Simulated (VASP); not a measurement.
# BN (P6_3/mmc) in VASP: notebook, part 2 of 2

VASP 6.6.1. Earlier steps stand in the parts before.

### 4 Single point, PBE

This run uses another cell than the first one, of 11.46 Å³/atom.

Input file INCAR:

```
ALGO = Normal
EDIFF = 1E-7
ENCUT = 520
GGA = PE
ISIF = 2
ISMEAR = 0
LASPH = T
LCHARG = T
LELF = T
LREAL = F
LVHAR = T
LWAVE = F
NBANDS = 16
NELM = 60
PREC = Accurate
SIGMA = 0.05
```

Input file KPOINTS:

```
k-points
0
Gamma
  16 16 4
```

Input file POSCAR:

```
BN
1.0
    2.5121807812      0.0000000000      0.0000000000
   -1.2560903906      2.1756123754      0.0000000000
    0.0000000000      0.0000000000      8.3870044136
B N
2 2
Direct
    0.3333333333      0.6666666667      0.2500000000
    0.6666666667      0.3333333333      0.7500000000
    0.3333333333      0.6666666667      0.7500000000
    0.6666666667      0.3333333333      0.2500000000
```

Potentials or basis: VASP PAW PBE potentials, release 64 (B, N).

Run with:

```bash
$ cat potpaw_PBE.64/B/POTCAR potpaw_PBE.64/N/POTCAR > POTCAR
$ mpirun -np 1 vasp_std > vasp.out
```

OUTCAR:

```text
EDIFF = 1E-7
   ENCUT = 520
   GGA = PE
   ISIF = 2
   ISMEAR = 0
   LASPH = T
   LREAL = F
   NELM = 60
   PREC = Accurate

 ion  position               nearest neighbor table
   1  0.333  0.667  0.250-   4 1.45   4 1.45   4 1.45
   2  0.667  0.333  0.750-   3 1.45   3 1.45   3 1.45
   3  0.333  0.667  0.750-   2 1.45   2 1.45   2 1.45
   4  0.667  0.333  0.250-   1 1.45   1 1.45   1 1.45

  LATTYP: Found a hexagonal cell.
 ALAT       =     2.5121807812
 C/A-ratio  =     3.3385353779

  Lattice vectors:

 A1 = (   2.5121807812,   0.0000000000,   0.0000000000)
 A2 = (  -1.2560903906,   2.1756123754,   0.0000000000)
 A3 = (   0.0000000000,   0.0000000000,   8.3870044136)

Analysis of symmetry for initial positions (statically):
=====================================================================
 Subroutine PRICEL returns:
 Original cell was already a primitive cell.

 Routine SETGRP: Setting up the symmetry group for a
 hexagonal supercell.

 Subroutine GETGRP returns: Found 24 space group operations
 (whereof 12 operations were pure point group operations)
 out of a pool of 24 trial point group operations.

The static configuration has the point symmetry D_3d.
 The point group associated with its full space group is D_6h.

Analysis of symmetry for dynamics (positions and initial velocities):
=====================================================================
 Subroutine PRICEL returns:
 Original cell was already a primitive cell.

 Routine SETGRP: Setting up the symmetry group for a
 hexagonal supercell.

 Subroutine GETGRP returns: Found 24 space group operations
 (whereof 12 operations were pure point group operations)
 out of a pool of 24 trial point group operations.

The dynamic configuration has the point symmetry D_3d.
 The point group associated with its full space group is D_6h.

 Subroutine INISYM returns: Found 24 space group operations
 (whereof 12 operations are pure point group operations),
 and found     1 'primitive' translations

----------------------------------------------------------------------------------------

                                     Primitive cell

  volume of cell :      45.8394

  direct lattice vectors                    reciprocal lattice vectors
     2.512180781  0.000000000  0.000000000     0.398060525  0.229820351  0.000000000
    -1.256090391  2.175612375  0.000000000     0.000000000  0.459640702  0.000000000
     0.000000000  0.000000000  8.387004414     0.000000000  0.000000000  0.119232082

  length of vectors
     2.512180781  2.512180781  8.387004414     0.459640702  0.459640702  0.119232082

  position of ions in fractional coordinates (direct lattice)
     0.333333333  0.666666667  0.250000000
     0.666666667  0.333333333  0.750000000
     0.333333333  0.666666667  0.750000000
     0.666666667  0.333333333  0.250000000

  ion indices of the primitive-cell ions
   primitive index   ion index
                 1           1
                 2           2
                 3           3
[... 24 lines left out ...]
 ===========================================

 Found     90 irreducible k-points:

 Following reciprocal coordinates:
            Coordinates               Weight
  0.000000  0.000000  0.000000      1.000000
  0.062500 -0.000000  0.000000      6.000000
  0.125000 -0.000000  0.000000      6.000000
  0.187500 -0.000000  0.000000      6.000000
  0.250000 -0.000000  0.000000      6.000000
  0.312500 -0.000000  0.000000      6.000000
[... 16 lines left out ...]
  0.187500  0.187500  0.000000      6.000000
  0.250000  0.187500  0.000000     12.000000
 [... further k-points ...]
   k-points           NKPTS =     90   k-points in BZ     NKDIM =     90   number of bands    NBANDS=     16
   number of dos      NEDOS =    301   number of ions     NIONS =      4
   total plane-waves  NPLWV =  25600
   dimension x,y,z NGX =    20 NGY =   20 NGZ =   64
   dimension x,y,z NGXF=    40 NGYF=   40 NGZF=  128
   ions per type =               2   2
   NGX,Y,Z   is equivalent  to a cutoff of  13.24, 13.24, 12.69 a.u.
   NGXF,Y,Z  is equivalent  to a cutoff of  26.47, 26.47, 25.37 a.u.
 SYSTEM =  unknown system
   PREC   = accura    normal or accurate (medium, high low for compatibility)
   ISTART =      0    job   : 0-new  1-cont  2-samecut
   ICHARG =      2    charge: 1-file 2-atom 10-const
   ISPIN  =      1    spin polarized calculation?
   LNONCOLLINEAR =      F non collinear calculations
   LSORBIT =      F    spin-orbit coupling
   LASPH  =      T    aspherical Exc in radial PAW
   ENCUT  =  520.0 eV  38.22 Ry    6.18 a.u.   4.67  4.67 15.59*2*pi/ulx,y,z
   NELM   =     60;   NELMIN=  2; NELMDL= -5     # of ELM steps
   EDIFF  = 0.1E-06   stopping-criterion for ELM
   LREAL  =      F    real-space projection
   EDIFFG = 0.1E-05   stopping-criterion for IOM
   NSW    =      0    number of steps for IOM
   IBRION =     -1    ionic relax: 0-MD 1-quasi-New 2-CG
   NFREE  =      0    steps in history (QN), initial steepest desc. (CG)
   ISIF   =      2    stress and relaxation
   ISYM   =      2    0-nonsym 1-usesym 2-fastsym
   POTIM  = 0.5000    time-step for ionic-motion
   TEBEG  =    0.0;   TEEND  =   0.0 temperature during run
   PSTRESS=    0.0 pullay stress
   NELECT =      16.0000    total number of electrons
   NUPDOWN=      -1.0000    fix difference up-down
   EMIN   =  10.00;   EMAX   =-10.00  energy-range for DOS
   EFERMI =   0.00;   METHOD = LEGACY
   ISMEAR =     0;   SIGMA  =   0.05  broadening in eV -4-tet -1-fermi 0-gaus
   EFERMI_NEDOS =   21; number of points for ismear=-14 and -15
   IALGO  =     38    algorithm
   IMIX   =      4    mixing-type and parameters
     AMIX     =   0.40;   BMIX     =  1.00
     AMIX_MAG =   1.60;   BMIX_MAG =  1.00
  volume/ion in A,a.u.               =      11.46        77.33
  Fermi-wavevector in a.u.,A,eV,Ry     =   1.152661  2.178214 18.077084  1.328628
  Thomas-Fermi vector in A             =   2.289311
   LORBIT       =      0    0 simple, 1 ext, 2 COOP (PROOUT), +10 PAW based schemes
   GGA     = PE    functional components
   LHFCALC =     F    Hartree Fock is set to
   AEXX    =    0.0000 exact exchange contribution
   IVDW    =     0    specifies the selected vdW correction
   LEPSILON=     F    determine dielectric tensor
   LRPA    =     F    only Hartree local field effects (RPA)
 non-spin polarized calculation
 Gauss-broadening in eV      SIGMA  =   0.05
  energy-cutoff  :      520.00
  volume of cell :       45.84
 maximum number of plane-waves:      1267
 NGX is ok and might be reduce to    20
   NGX =  9   NGY =  9   NGZ = 31

 number of electron      15.9999998 magnetization

 Free energy of the ion-electron system (eV)
  ---------------------------------------------------
  ext. energy  EPLUGINS =         0.00000000
  ---------------------------------------------------
  free energy    TOTEN  =       -35.20729342 eV

  energy without entropy =      -35.20729342  energy(sigma->0) =      -35.20729342

 E-fermi :   0.7797     XC(G=0):  -8.5483

 val. band max:        0.5376542498   @ k =   0.3125   0.3125   0.0000
 cond. band min:       4.9560225364   @ k =   0.0000   0.0000   0.0000
 fundamental gap:      4.4183682866
 Fermi energy:         0.7796780063

 k-point     1 :       0.0000    0.0000    0.0000
  band No.  band energies     occupation
      1     -17.0606      2.00000
      2     -17.0217      2.00000
      3      -4.9112      2.00000
      4      -4.3279      2.00000
      5      -0.7809      2.00000
      6      -0.7809      2.00000
[... 433 lines left out ...]
      3      -6.4746      2.00000
      4      -6.4679      2.00000
      5      -4.5020      2.00000
      6      -4.4952      2.00000
[... 8 lines left out ...]
     15      14.3094      0.00000
     16      15.9586      0.00000

 [... further k-points ...]

------------------------ aborting loop because EDIFF is reached ----------------------------------------

  FORCE on cell =-STRESS in cart. coord.  units (eV):
  Direction    XX          YY          ZZ          XY          YZ          ZX
  --------------------------------------------------------------------------------------
  -------------------------------------------------------------------------------------
  Total        0.0348852      0.0348852     -0.0259336      0.0000000     -0.0000000      0.0000000
  in kB        1.2193039      1.2193039     -0.9064308      0.0000000     -0.0000000      0.0000000
  external PRESSURE =       0.5107257 kB  Pullay stress =       0.0000000 kB

 VOLUME and BASIS-vectors are now :
 -----------------------------------------------------------------------------
  energy-cutoff  :      520.00
  volume of cell :       45.84
      direct lattice vectors                 reciprocal lattice vectors
     2.512180781  0.000000000  0.000000000     0.398060525  0.229820351  0.000000000
    -1.256090391  2.175612375  0.000000000     0.000000000  0.459640702  0.000000000
     0.000000000  0.000000000  8.387004414     0.000000000  0.000000000  0.119232082

 POSITION                                       TOTAL-FORCE (eV/Angst)
 -----------------------------------------------------------------------------------
     -0.00000      1.45041      2.09675        -0.000000      0.000000      0.000000
      1.25609      0.72520      6.29025         0.000000     -0.000000      0.000000
     -0.00000      1.45041      6.29025        -0.000000      0.000000      0.000000
      1.25609      0.72520      2.09675         0.000000      0.000000      0.000000
 -----------------------------------------------------------------------------------
    total drift:                               -0.000000      0.000000     -0.000000

  FREE ENERGIE OF THE ION-ELECTRON SYSTEM (eV)
  ---------------------------------------------------
  free  energy   TOTEN  =       -35.2072934193 eV

  energy  without entropy=      -35.2072934193  energy(sigma->0) =      -35.20729342
```

OSZICAR:

```text
N       E                     dE             d eps       ncg     rms          rms(c)
DAV:   1     0.577110432965E+02    0.57711E+02   -0.76732E+03  2896   0.894E+02
DAV:   2    -0.345972057708E+02   -0.92308E+02   -0.83510E+02  4040   0.213E+02
DAV:   3    -0.388914353395E+02   -0.42942E+01   -0.42750E+01  3944   0.473E+01
DAV:   4    -0.389305796063E+02   -0.39144E-01   -0.39132E-01  3536   0.500E+00
DAV:   5    -0.389310943213E+02   -0.51472E-03   -0.51470E-03  3936   0.543E-01    0.112E+01
DAV:   6    -0.356286051615E+02    0.33025E+01   -0.56091E+00  3664   0.176E+01    0.503E+00
DAV:   7    -0.353130019086E+02    0.31560E+00   -0.63192E-01  3896   0.539E+00    0.316E+00
DAV:   8    -0.352097276187E+02    0.10327E+00   -0.30906E-01  3904   0.352E+00    0.541E-01
DAV:   9    -0.352051022754E+02    0.46253E-02   -0.20065E-02  3200   0.109E+00    0.203E-01
DAV:  10    -0.352070486029E+02   -0.19463E-02   -0.18995E-03  3064   0.339E-01    0.400E-02
DAV:  11    -0.352072785928E+02   -0.22999E-03   -0.19175E-04  3416   0.108E-01    0.308E-02
DAV:  12    -0.352072927003E+02   -0.14108E-04   -0.35754E-05  3256   0.432E-02    0.351E-03
DAV:  13    -0.352072932566E+02   -0.55626E-06   -0.15753E-06  4016   0.940E-03    0.132E-03
DAV:  14    -0.352072934222E+02   -0.16555E-06   -0.19779E-07  3112   0.338E-03    0.574E-04
DAV:  15    -0.352072934193E+02    0.28831E-08   -0.24173E-09  2760   0.455E-04
   1 F= -.35207293E+02 E0= -.35207293E+02  d E =-.136518E-13
```

stdout:

```text
POSCAR found type information on POSCAR B N
 POSCAR found :  2 types and       4 ions
 scaLAPACK will be used
 LDA part: xc-table for (Slater+PW92), standard interpolation
 POSCAR, INCAR and KPOINTS ok, starting setup
 FFT: planning ... GRIDC
 FFT: planning ... GRID_SOFT
 FFT: planning ... GRID
 WAVECAR not read
 entering main loop
```

Run time: 90 s. Hardware: 1 thread of Intel Xeon 8259CL, shared host; peak memory 0.19 GiB.

What came out:

```
Free energy            : -35.2073 eV
Pressure               : 0.1 GPa
Band gap on the k mesh : 4.42 eV (least direct gap 4.74 eV)
```

Stress tensor (GPa, compression positive):
```
 0.12  0.00  0.00
 0.00  0.12  0.00
 0.00  0.00 -0.09
```

Caveat: this functional lacks dispersion, which binds the layers, so the pressure and a relaxed spacing across them are unreliable. A k mesh can miss the band edges.

### 5 Single point, PBE (11.69 Å³/atom)

This run uses another cell than the first one, of 11.69 Å³/atom.

Input file INCAR:

```
SYSTEM = BN
PREC = Accurate ; ENCUT = 520
EDIFF = 1E-7 ; ISMEAR = 0
SIGMA = 0.05 ; LREAL = .FALSE.
LASPH = .TRUE. ; NELM = 100
ALGO = Normal ; ISIF = 2
LWAVE = .FALSE. ; LCHARG = .TRUE.
GGA = PE ; LELF = .TRUE.
LVHAR = .TRUE. ; NBANDS = 16
```

Input file KPOINTS:

```
regular mesh
0
G
  16 16 4
  0 0 0
```

Input file POSCAR:

```
BN
1.0
    2.5125089138      0.0000000000      0.0000000000
   -1.2562544569      2.1758965466      0.0000000000
    0.0000000000      0.0000000000      8.5525101557
B N
2 2
Direct
    0.3333333333      0.6666666667      0.2500000000
    0.6666666667      0.3333333333      0.7500000000
    0.3333333333      0.6666666667      0.7500000000
    0.6666666667      0.3333333333      0.2500000000
```

Run with:

```bash
$ cat potpaw_PBE.64/B/POTCAR potpaw_PBE.64/N/POTCAR > POTCAR
$ mpirun -np 1 vasp_std > vasp.out
```

Wall time 99 s (1 thread of Intel Xeon 8259CL, shared host); peak memory 0.2 GiB.

It converged, with:

| Quantity | Value |
| --- | --- |
| Free energy | -35.2074 eV |
| Pressure | 0.0 GPa |
| Band gap on the k mesh | 4.39 eV (least direct gap 4.75 eV) |

Stress tensor (GPa, compression positive):
```
 0.01  0.00  0.00
 0.00  0.01  0.00
 0.00  0.00 -0.12
```

Levels at points of the mesh, in eV from the valence-band top:
```
           k point  band 5  band 6  band 7  band 8  band 9  band 10  band 11  band 12
(0.00, 0.00, 0.00)   -1.31   -1.31   -1.31   -1.31    4.39     7.57     9.82    11.54
(0.50, 0.00, 0.00)   -4.08   -4.08   -0.96   -0.76    4.64     5.01     9.47     9.89
(0.00, 0.00, 0.50)   -1.31   -1.31   -1.31   -1.31    5.59     5.59    11.48    11.48
(0.50, 0.00, 0.50)   -4.08   -4.08   -0.86   -0.86    4.80     4.80     9.72     9.72
```

Caveat: this functional lacks dispersion, which binds the layers, so the pressure and a relaxed spacing across them are unreliable. A k mesh can miss the band edges.

### 6 Overview

| cell | gap on the mesh (eV) | pressure (GPa) |
| --- | --- | --- |
| a = 2.511, b = 2.511, c = 8.057 Å, angles 90.0, 90.0, 120.0°, 4 atoms | 4.50 | 0.3 |
| a = 2.512, b = 2.512, c = 8.224 Å, angles 90.0, 90.0, 120.0°, 4 atoms | 4.45 | 0.2 |
| a = 2.512, b = 2.512, c = 8.387 Å, angles 90.0, 90.0, 120.0°, 4 atoms | 4.42 | 0.1 |
| a = 2.513, b = 2.513, c = 8.553 Å, angles 90.0, 90.0, 120.0°, 4 atoms | 4.39 | 0.0 |

Alike in all rows: task single point; level PBE; potentials or basis VASP PAW PBE potentials, release 64 (B, N); no spin polarisation; k mesh 16 × 16 × 4; cutoff (eV) 520; smearing gaussian 0.05 eV.

Caveats: this functional lacks dispersion, which binds the layers, so the pressure and a relaxed spacing across them are unreliable.

Total energies depend on the potentials used, so only differences within one code and one set of settings carry meaning.
